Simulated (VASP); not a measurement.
# LiF (I4/mcm) in VASP: single point with PBE

Aim: the single point of LiF with PBE.

Program: VASP 6.6.1. These are calculated values, not measurements. Logs are shortened: lines on timing, memory, paths and dates and some standing lists are left out, and cuts for length are marked.

## Step 1: The cell of the first run

Symmetry: I4/mcm, No. 140, tetragonal system. The conventional cell has a = 6.436 Å, b = 6.436 Å, c = 3.953 Å, α = 90.00°, β = 90.00°, γ = 90.00°. Within 2.4 Å of Li (site symmetry m2m) lie 5 F at 1.85 to 1.98 Å. F (site symmetry m2m) has 5 Li at 1.85 to 1.98 Å within 2.4 Å.

## Step 2: Single point, PBE (10.23 Å³/atom)

File INCAR:

```
SYSTEM = LiF
PREC     = Accurate       ! precision mode
ENCUT    = 520            ! plane-wave cutoff, eV
EDIFF    = 1E-6           ! SCF threshold, eV
ISMEAR   = 0              ! smearing method
SIGMA    = 0.02           ! smearing width, eV
LREAL    = .FALSE.        ! projectors in reciprocal space
LASPH    = .TRUE.         ! aspherical terms in the spheres
NELM     = 60             ! most SCF steps
ALGO     = Normal         ! electronic algorithm
ISIF     = 2              ! what is computed and relaxed
LWAVE    = .FALSE.        ! write WAVECAR
LCHARG   = .FALSE.        ! write CHGCAR
GGA      = PE             ! functional
NBANDS   = 30             ! bands
```

File KPOINTS:

```
regular mesh
0
G
  6 6 6
  0 0 0
```

File POSCAR:

```
LiF
1.0
   -3.2178749350      3.2178749350      1.9764144827
    3.2178749350     -3.2178749350      1.9764144827
    3.2178749350      3.2178749350     -1.9764144827
Li F
4 4
Direct
    0.3964511720      0.6035499802      0.5000000000
    0.1035499802      0.8964511720      0.5000000000
    0.8964511720      0.3964511720      0.7929011918
    0.6035499802      0.1035499802      0.2070988082
    0.4007979083      0.9007979083      0.8015969688
    0.0992009395      0.5992009395      0.1984030312
    0.9007979083      0.0992009395      0.5000000000
    0.5992009395      0.4007979083      0.5000000000
```

Potentials or basis: VASP PAW PBE potentials, release 64 (Li_sv, F).

Launch:

```sh
> cat potpaw_PBE.64/Li_sv/POTCAR potpaw_PBE.64/F/POTCAR > POTCAR
> mpirun -np 1 vasp_std > vasp.out
```

OUTCAR:

```text
SYSTEM = LiF
   PREC = Accurate
   ENCUT = 520
   EDIFF = 1E-6
   ISMEAR = 0
   LREAL = .FALSE.
   LASPH = .TRUE.
   NELM = 60
   ISIF = 2
   GGA = PE

 ion  position               nearest neighbor table
   1  0.396  0.604  0.500-   8 1.85   5 1.91   6 1.91   7 1.98   7 1.98
   2  0.104  0.896  0.500-   7 1.85   5 1.91   6 1.91   8 1.98   8 1.98
   3  0.896  0.396  0.793-   6 1.85   7 1.91   8 1.91   5 1.98   5 1.98
   4  0.604  0.104  0.207-   5 1.85   7 1.91   8 1.91   6 1.98   6 1.98
   5  0.401  0.901  0.802-   4 1.85   2 1.91   1 1.91   3 1.98   3 1.98
   6  0.099  0.599  0.198-   3 1.85   2 1.91   1 1.91   4 1.98   4 1.98
   7  0.901  0.099  0.500-   2 1.85   4 1.91   3 1.91   1 1.98   1 1.98
   8  0.599  0.401  0.500-   1 1.85   4 1.91   3 1.91   2 1.98   2 1.98

  LATTYP: Found a body centered tetragonal cell.
 ALAT       =     6.4357498700
 C/A-ratio  =     0.6141986630

  Lattice vectors:

 A1 = (  -3.2178749350,   3.2178749350,   1.9764144827)
 A2 = (   3.2178749350,  -3.2178749350,   1.9764144827)
 A3 = (   3.2178749350,   3.2178749350,  -1.9764144827)

Analysis of symmetry for initial positions (statically):
=====================================================================
 Subroutine PRICEL returns:
 Original cell was already a primitive cell.

 Routine SETGRP: Setting up the symmetry group for a
 body centered tetragonal supercell.

 Subroutine GETGRP returns: Found 16 space group operations
 (whereof  8 operations were pure point group operations)
 out of a pool of 16 trial point group operations.

The static configuration has the point symmetry D_4 .
 The point group associated with its full space group is D_4h.

Analysis of symmetry for dynamics (positions and initial velocities):
=====================================================================
 Subroutine PRICEL returns:
 Original cell was already a primitive cell.

 Routine SETGRP: Setting up the symmetry group for a
 body centered tetragonal supercell.

 Subroutine GETGRP returns: Found 16 space group operations
 (whereof  8 operations were pure point group operations)
 out of a pool of 16 trial point group operations.

The dynamic configuration has the point symmetry D_4 .
 The point group associated with its full space group is D_4h.

 Subroutine INISYM returns: Found 16 space group operations
 (whereof  8 operations are pure point group operations),
 and found     1 'primitive' translations

----------------------------------------------------------------------------------------

                                     Primitive cell

  volume of cell :      81.8609

  direct lattice vectors                    reciprocal lattice vectors
    -3.217874935  3.217874935  1.976414483     0.000000000  0.155382049  0.252983372
     3.217874935 -3.217874935  1.976414483     0.155382049  0.000000000  0.252983372
     3.217874935  3.217874935 -1.976414483     0.155382049  0.155382049  0.000000000

  length of vectors
     4.961416371  4.961416371  4.961416371     0.296890834  0.296890834  0.219743401

  position of ions in fractional coordinates (direct lattice)
     0.396451172  0.603549980  0.500000000
     0.103549980  0.896451172  0.500000000
     0.896451172  0.396451172  0.792901192
     0.603549980  0.103549980  0.207098808
     0.400797908  0.900797908  0.801596969
     0.099200940  0.599200940  0.198403031
     0.900797908  0.099200940  0.500000000
     0.599200940  0.400797908  0.500000000

  ion indices of the primitive-cell ions
   primitive index   ion index
                 1           1
                 2           2
                 3           3
                 4           4
                 5           5
                 6           6
                 7           7
                 8           8

----------------------------------------------------------------------------------------

 KPOINTS: regular mesh

Automatic generation of k-mesh.
 Grid dimensions read from file:
 generate k-points for:    6    6    6

 Generating k-lattice:

  Cartesian coordinates                     Fractional coordinates (reciprocal lattice)
     0.000000000  0.025897008  0.042163895     0.166666667 -0.000000000  0.000000000
     0.025897008  0.000000000  0.042163895    -0.000000000  0.166666667  0.000000000
     0.025897008  0.025897008  0.000000000     0.000000000  0.000000000  0.166666667

  Length of vectors
     0.049481806  0.049481806  0.036623900

  Shift w.r.t. Gamma in fractional coordinates (k-lattice)
     0.000000000  0.000000000  0.000000000

 Subroutine IBZKPT returns following result:
 ===========================================

 Found     30 irreducible k-points:

 Following reciprocal coordinates:
            Coordinates               Weight
  0.000000  0.000000  0.000000      1.000000
  0.166667  0.000000 -0.000000      8.000000
  0.333333  0.000000 -0.000000      8.000000
  0.500000  0.000000 -0.000000      4.000000
  0.166667  0.166667 -0.000000      8.000000
  0.333333  0.166667 -0.000000     16.000000
[... 16 lines left out ...]
 -0.333333 -0.333333  0.166667      8.000000
 -0.166667 -0.333333  0.166667      8.000000
 [... further k-points ...]
   k-points           NKPTS =     30   k-points in BZ     NKDIM =     30   number of bands    NBANDS=     30
   number of dos      NEDOS =    301   number of ions     NIONS =      8
   total plane-waves  NPLWV =  64000
   dimension x,y,z NGX =    40 NGY =   40 NGZ =   40
   dimension x,y,z NGXF=    80 NGYF=   80 NGZF=   80
   ions per type =               4   4
   NGX,Y,Z   is equivalent  to a cutoff of  13.40, 13.40, 13.40 a.u.
   NGXF,Y,Z  is equivalent  to a cutoff of  26.81, 26.81, 26.81 a.u.
 SYSTEM =  LiF
   PREC   = accura    normal or accurate (medium, high low for compatibility)
   ISTART =      0    job   : 0-new  1-cont  2-samecut
   ICHARG =      2    charge: 1-file 2-atom 10-const
   ISPIN  =      1    spin polarized calculation?
   LNONCOLLINEAR =      F non collinear calculations
   LSORBIT =      F    spin-orbit coupling
   LASPH  =      T    aspherical Exc in radial PAW
   ENCUT  =  520.0 eV  38.22 Ry    6.18 a.u.   9.22  9.22  9.22*2*pi/ulx,y,z
   NELM   =     60;   NELMIN=  2; NELMDL= -5     # of ELM steps
   EDIFF  = 0.1E-05   stopping-criterion for ELM
   LREAL  =      F    real-space projection
   EDIFFG = 0.1E-04   stopping-criterion for IOM
   NSW    =      0    number of steps for IOM
   IBRION =     -1    ionic relax: 0-MD 1-quasi-New 2-CG
   NFREE  =      0    steps in history (QN), initial steepest desc. (CG)
   ISIF   =      2    stress and relaxation
   ISYM   =      2    0-nonsym 1-usesym 2-fastsym
   POTIM  = 0.5000    time-step for ionic-motion
   TEBEG  =    0.0;   TEEND  =   0.0 temperature during run
   PSTRESS=    0.0 pullay stress
   NELECT =      40.0000    total number of electrons
   NUPDOWN=      -1.0000    fix difference up-down
   EMIN   =  10.00;   EMAX   =-10.00  energy-range for DOS
   EFERMI =   0.00;   METHOD = LEGACY
   ISMEAR =     0;   SIGMA  =   0.02  broadening in eV -4-tet -1-fermi 0-gaus
   EFERMI_NEDOS =   21; number of points for ismear=-14 and -15
   IALGO  =     38    algorithm
   IMIX   =      4    mixing-type and parameters
     AMIX     =   0.40;   BMIX     =  1.00
     AMIX_MAG =   1.60;   BMIX_MAG =  1.00
  volume/ion in A,a.u.               =      10.23        69.05
  Fermi-wavevector in a.u.,A,eV,Ry     =   1.289445  2.436697 22.621966  1.662668
  Thomas-Fermi vector in A             =   2.421337
   LORBIT       =      0    0 simple, 1 ext, 2 COOP (PROOUT), +10 PAW based schemes
   GGA     = PE    functional components
   LHFCALC =     F    Hartree Fock is set to
   AEXX    =    0.0000 exact exchange contribution
   IVDW    =     0    specifies the selected vdW correction
   LEPSILON=     F    determine dielectric tensor
   LRPA    =     F    only Hartree local field effects (RPA)
 non-spin polarized calculation
 Gauss-broadening in eV      SIGMA  =   0.02
  energy-cutoff  :      520.00
  volume of cell :       81.86
 maximum number of plane-waves:      2228
 NGX is ok and might be reduce to    40
   NGX = 19   NGY = 19   NGZ = 19

 number of electron      39.9999990 magnetization

 Free energy of the ion-electron system (eV)
  ---------------------------------------------------
  ext. energy  EPLUGINS =         0.00000000
  ---------------------------------------------------
  free energy    TOTEN  =       -38.29542979 eV

  energy without entropy =      -38.29542979  energy(sigma->0) =      -38.29542979

 E-fermi :  -2.1688     XC(G=0):  -8.4996

 val. band max:       -2.3130754265   @ k =   0.0000   0.0000   0.0000
 cond. band min:       4.8015060822   @ k =   0.0000   0.0000   0.0000
 fundamental gap:      7.1145815087
 Fermi energy:        -2.1688423645

 k-point     1 :       0.0000    0.0000    0.0000
  band No.  band energies     occupation
      1     -43.1327      2.00000
      2     -43.0641      2.00000
      3     -43.0483      2.00000
      4     -43.0483      2.00000
      5     -22.2359      2.00000
      6     -21.8864      2.00000
[... 22 lines left out ...]
     29      14.3183      0.00000
     30      14.5606      0.00000

 k-point     2 :       0.1667    0.0000   -0.0000
  band No.  band energies     occupation
      1     -43.1247      2.00000
      2     -43.0666      2.00000
      3     -43.0510      2.00000
      4     -43.0497      2.00000
      5     -22.1957      2.00000
      6     -21.9097      2.00000
[... 22 lines left out ...]
     29      14.2741      0.00000
     30      14.5792      0.00000

 k-point     3 :       0.3333    0.0000   -0.0000
  band No.  band energies     occupation
      1     -43.1045      2.00000
      2     -43.0703      2.00000
      3     -43.0571      2.00000
      4     -43.0570      2.00000
      5     -22.0888      2.00000
      6     -21.9417      2.00000
[... 682 lines left out ...]
     29      14.1641      0.00000
     30      15.1963      0.00000

 k-point    24 :      -0.1667   -0.3333    0.1667
  band No.  band energies     occupation
      1     -43.0856      2.00000
      2     -43.0773      2.00000
      3     -43.0623      2.00000
      4     -43.0623      2.00000
      5     -21.9946      2.00000
      6     -21.9466      2.00000
[... 22 lines left out ...]
     29      13.8503      0.00000
     30      15.4712      0.00000

 [... further k-points ...]

------------------------ aborting loop because EDIFF is reached ----------------------------------------

  FORCE on cell =-STRESS in cart. coord.  units (eV):
  Direction    XX          YY          ZZ          XY          YZ          ZX
  --------------------------------------------------------------------------------------
  -------------------------------------------------------------------------------------
  Total        2.1486030      2.1486030      2.0422663      0.0000000      0.0000000      0.0000000
  in kB       42.0523639     42.0523639     39.9711463      0.0000000      0.0000000      0.0000000
  external PRESSURE =      41.3586247 kB  Pullay stress =       0.0000000 kB

 VOLUME and BASIS-vectors are now :
 -----------------------------------------------------------------------------
  energy-cutoff  :      520.00
  volume of cell :       81.86
      direct lattice vectors                 reciprocal lattice vectors
    -3.217874935  3.217874935  1.976414483     0.000000000  0.155382049  0.252983372
     3.217874935 -3.217874935  1.976414483     0.155382049  0.000000000  0.252983372
     3.217874935  3.217874935 -1.976414483     0.155382049  0.155382049  0.000000000

 POSITION                                       TOTAL-FORCE (eV/Angst)
 -----------------------------------------------------------------------------------
      2.27536      0.94252      0.98821         0.002503     -0.002503     -0.000000
      4.16039     -0.94252      0.98821        -0.002503      0.002503      0.000000
      0.94252      4.16039      0.98821        -0.002503     -0.002503     -0.000000
     -0.94252      2.27536      0.98821         0.002503      0.002503     -0.000000
      4.18838      0.97050      0.98820        -0.003027     -0.003027     -0.000000
      2.24737     -0.97050      0.98820         0.003027      0.003027      0.000000
     -0.97050      4.18838      0.98820         0.003027     -0.003027      0.000000
      0.97050      2.24737      0.98820        -0.003027      0.003027     -0.000000
 -----------------------------------------------------------------------------------
    total drift:                               -0.000156      0.000156      0.022871

  FREE ENERGIE OF THE ION-ELECTRON SYSTEM (eV)
  ---------------------------------------------------
  free  energy   TOTEN  =       -38.2954297925 eV

  energy  without entropy=      -38.2954297925  energy(sigma->0) =      -38.29542979
```

It took 42 s on 1 thread of Intel Xeon 6975P-C (Granite Rapids), shared host; peak memory 0.24 GiB.

What came out:

```yaml
Free_energy: -38.2954 eV
Largest_force: 0.004 eV/Å
Band_gap_on_the_k_mesh: 7.11 eV
```

Forces in eV/Å, atoms in the order of the input:
```
Li   0.003 -0.003  0.000
Li  -0.003  0.003  0.000
Li  -0.003 -0.003  0.000
Li   0.003  0.003  0.000
F   -0.003 -0.003  0.000
F    0.003  0.003  0.000
F    0.003 -0.003  0.000
F   -0.003  0.003  0.000
```

Caveat: the cutoff is under 1.25 times the usual one of these potentials, so pressure, stress and relaxed cells hold a basis-set (Pulay) error. A k mesh can miss the band edges.
